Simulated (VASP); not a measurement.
# W (Im-3m) in VASP: notebook, part 2 of 2

VASP 6.6.1. The steps go on from the part before.

## (3) Single point, LDA

This run uses another cell than the first one, of 15.22 Å³/atom.

The input, INCAR:

```
SYSTEM = W
PREC = Accurate ; ENCUT = 500
EDIFF = 1E-6 ; ISMEAR = -1
SIGMA = 0.05 ; LREAL = .False.
LASPH = .True. ; NELM = 120
ALGO = Normal ; ISIF = 2
LWAVE = .False. ; LCHARG = .True.
LELF = .True. ; LVHAR = .True.
NBANDS = 13 ; GGA_COMPAT = .False.
```

The input, KPOINTS:

```
Automatic mesh
0
Gamma
  10 10 10
  0 0 0
```

The input, POSCAR:

```
W
1.0
   -1.5611047893      1.5611047893      1.5611047893
    1.5611047893     -1.5611047893      1.5611047893
    1.5611047893      1.5611047893     -1.5611047893
W
1
Direct
    0.0000000000      0.0000000000      0.0000000000
```

Potentials or basis: VASP PAW LDA potentials, release 64 (W_sv).

Started as:

```bash
$ cat potpaw_LDA.64/W_sv/POTCAR > POTCAR
$ mpirun -np 1 vasp_std > vasp.out
```

Wall time 3.6 s (1 thread of Intel Xeon 6975P-C (Granite Rapids), shared host); peak memory 0.12 GiB.

It converged, with:

```
Free energy            : -14.0909 eV
Pressure               : 7.1 GPa
Band gap on the k mesh : zero (bands 7 and 8 overlap by 6.78 eV)
```

Levels at points of the mesh, in eV from the Fermi level:
```
           k point  band 4  band 5  band 6  band 7  band 8  band 9  band 10  band 11
(0.00, 0.00, 0.00)  -37.57   -9.87   -1.45   -1.45   -1.45    2.17     2.17    14.56
(0.50, 0.00, 0.00)  -37.58   -6.64   -3.91    0.89    2.10    3.11     6.38    11.57
(0.50, 0.50, 0.50)  -38.61   -6.29   -6.29    5.32    5.32    5.32     8.59     8.59
```

Caveat: the cell stands under pressure; spin-orbit coupling is left out, which moves the levels of the heavy elements.

## (4) Single point, LDA

This run uses another cell than the first one, of 15.01 Å³/atom.

The input, INCAR:

```
  PREC = Accurate
  ENCUT = 500
  EDIFF = 1E-6
  ISMEAR = -1
  SIGMA = 0.05
  LREAL = False
  LASPH = True
  NELM = 120
  ALGO = Normal
  ISIF = 2
  LWAVE = False
  LCHARG = False
  GGA = CA
  NBANDS = 13
  GGA_COMPAT = False
```

The input, KPOINTS:

```
Automatic mesh
0
Gamma
  10 10 10
```

The input, POSCAR:

```
W
1.0
   -1.5541230865      1.5541230865      1.5541230865
    1.5541230865     -1.5541230865      1.5541230865
    1.5541230865      1.5541230865     -1.5541230865
W
1
Direct
    0.0000000000      0.0000000000      0.0000000000
```

Potentials or basis: VASP PAW LDA potentials, release 64 (W_sv).

Started as:

```bash
$ cat potpaw_LDA.64/W_sv/POTCAR > POTCAR
$ mpirun -np 1 vasp_std > vasp.out
```

OUTCAR:

```text
PREC = Accurate
   ENCUT = 500
   EDIFF = 1E-6
   ISMEAR = -1
   LREAL = False
   LASPH = True
   NELM = 120
   ISIF = 2
   GGA = CA

 ion  position               nearest neighbor table
   1  0.000  0.000  0.000-

  LATTYP: Found a body centered cubic cell.
 ALAT       =     3.1082461730

  Lattice vectors:

 A1 = (  -1.5541230865,   1.5541230865,   1.5541230865)
 A2 = (   1.5541230865,  -1.5541230865,   1.5541230865)
 A3 = (   1.5541230865,   1.5541230865,  -1.5541230865)

Analysis of symmetry for initial positions (statically):
=====================================================================
 Subroutine PRICEL returns:
 Original cell was already a primitive cell.

 Routine SETGRP: Setting up the symmetry group for a
 body centered cubic supercell.

 Subroutine GETGRP returns: Found 48 space group operations
 (whereof 48 operations were pure point group operations)
 out of a pool of 48 trial point group operations.

The static configuration has the point symmetry O_h .

[... 164 lines left out ...]
 k-point     1 :       0.0000    0.0000    0.0000
  band No.  band energies     occupation
      1     -61.5848      2.00000
      2     -25.2994      2.00000
      3     -25.2994      2.00000
      4     -25.2994      2.00000
      5       2.2942      2.00000
      6      10.7534      2.00000
      7      10.7534      2.00000
      8      10.7534      2.00000
      9      14.4374      0.00000
     10      14.4374      0.00000
     11      26.8235      0.00000
     12      26.8235      0.00000
     13      26.8235      0.00000
[... 354 lines left out ...]
  band No.  band energies     occupation
      1     -61.4565      2.00000
      2     -26.3308      2.00000
      3     -25.6893      2.00000
      4     -25.4255      2.00000
      5       5.7918      2.00000
      6       9.4707      2.00000
      7       9.9409      2.00000
      8      12.9389      0.00000
      9      14.7368      0.00000
     10      15.5607      0.00000
     11      26.3457      0.00000
     12      29.2965      0.00000
     13      33.4553      0.00000

 [... further k-points ...]

------------------------ aborting loop because EDIFF is reached ----------------------------------------

  FORCE on cell =-STRESS in cart. coord.  units (eV):
  Direction    XX          YY          ZZ          XY          YZ          ZX
  --------------------------------------------------------------------------------------
  -------------------------------------------------------------------------------------
  Total        1.1468718      1.1468718      1.1468718      0.0000000      0.0000000     -0.0000000
  in kB      122.3796585    122.3796585    122.3796585      0.0000000      0.0000000     -0.0000000
  external PRESSURE =     122.3796585 kB  Pullay stress =       0.0000000 kB

 VOLUME and BASIS-vectors are now :
 -----------------------------------------------------------------------------
  energy-cutoff  :      500.00
  volume of cell :       15.01
      direct lattice vectors                 reciprocal lattice vectors
    -1.554123086  1.554123086  1.554123086     0.000000000  0.321724839  0.321724839
     1.554123086 -1.554123086  1.554123086     0.321724839  0.000000000  0.321724839
     1.554123086  1.554123086 -1.554123086     0.321724839  0.321724839  0.000000000

 POSITION                                       TOTAL-FORCE (eV/Angst)
 -----------------------------------------------------------------------------------
      0.00000      0.00000      0.00000        -0.000000      0.000000     -0.000000
 -----------------------------------------------------------------------------------
    total drift:                                0.000000     -0.000000      0.000000

  FREE ENERGIE OF THE ION-ELECTRON SYSTEM (eV)
  ---------------------------------------------------
  free  energy   TOTEN  =       -14.0785598085 eV

  energy  without entropy=      -14.0746698984  energy(sigma->0) =      -14.07661485
```

Wall time 3.1 s (1 thread of Intel Xeon 6975P-C (Granite Rapids), shared host); peak memory 0.12 GiB.

Results:

```
Free energy            : -14.0786 eV
Pressure               : 12.2 GPa
Band gap on the k mesh : zero (bands 7 and 8 overlap by 6.90 eV)
```

Caveat: the cell stands under pressure; spin-orbit coupling is left out, which moves the levels of the heavy elements.

## (5) Single point, LDA

This run uses another cell than the first one, of 14.65 Å³/atom.

The input, INCAR:

```
ALGO     = Normal         # electronic algorithm
EDIFF    = 1E-6           # SCF threshold, eV
ENCUT    = 500            # plane-wave cutoff, eV
GGA_COMPAT= F            
ISIF     = 2              # what is computed and relaxed
ISMEAR   = -1             # smearing method
LASPH    = T              # aspherical terms in the spheres
LCHARG   = T              # write CHGCAR
LELF     = T              # ELF
LREAL    = F              # projectors in reciprocal space
LVHAR    = T            
LWAVE    = F              # write WAVECAR
NBANDS   = 13             # bands
NELM     = 120            # most SCF steps
PREC     = Accurate       # precision mode
SIGMA    = 0.05           # smearing width, eV
```

The input, KPOINTS:

```
k-points
0
Gamma
  10 10 10
```

The input, POSCAR:

```
W
1.0
   -1.5412840164      1.5412840164      1.5412840164
    1.5412840164     -1.5412840164      1.5412840164
    1.5412840164      1.5412840164     -1.5412840164
W
1
Direct
    0.0000000000      0.0000000000      0.0000000000
```

Started as:

```bash
$ cat potpaw_LDA.64/W_sv/POTCAR > POTCAR
$ mpirun -np 1 vasp_std > vasp.out
```

Wall time 3.8 s (1 thread of Intel Xeon 6975P-C (Granite Rapids), shared host); peak memory 0.12 GiB.

Results (log left out):

```yaml
Free_energy: -14.0386 eV
Pressure: 22.5 GPa
Band_gap_on_the_k_mesh: zero (bands 7 and 8 overlap by 7.14 eV)
```

Levels at points of the mesh, in eV from the Fermi level:
```tsv
k point	band 5	band 6	band 7	band 8	band 9	band 10
(0.00, 0.00, 0.00)	-10.06	-1.52	-1.52	-1.52	2.28	2.28
(0.50, 0.00, 0.00)	-6.89	-4.10	1.07	2.23	3.29	6.76
(0.50, 0.50, 0.50)	-6.61	-6.61	5.63	5.63	5.63	8.94
```

Caveat: the cell stands under pressure; spin-orbit coupling is left out, which moves the levels of the heavy elements.

## (6) Summary

| cell | gap on the mesh (eV) | pressure (GPa) |
| --- | --- | --- |
| a = 2.717 Å, angles 109.5°, 1 atom | none | 2.0 |
| a = 2.704 Å, angles 109.5°, 1 atom | none | 7.1 |
| a = 2.692 Å, angles 109.5°, 1 atom | none | 12.2 |
| a = 2.670 Å, angles 109.5°, 1 atom | none | 22.5 |

Alike in all rows: task single point; level LDA; potentials or basis VASP PAW LDA potentials, release 64 (W_sv); no spin polarisation; k mesh 10 × 10 × 10; cutoff (eV) 500; smearing fermi-dirac 0.05 eV.

Caveats: spin-orbit coupling is left out, which moves the levels of the heavy elements; the cell stands under pressure (at least some runs).

Absolute energies hang on the potentials; compare differences alone.
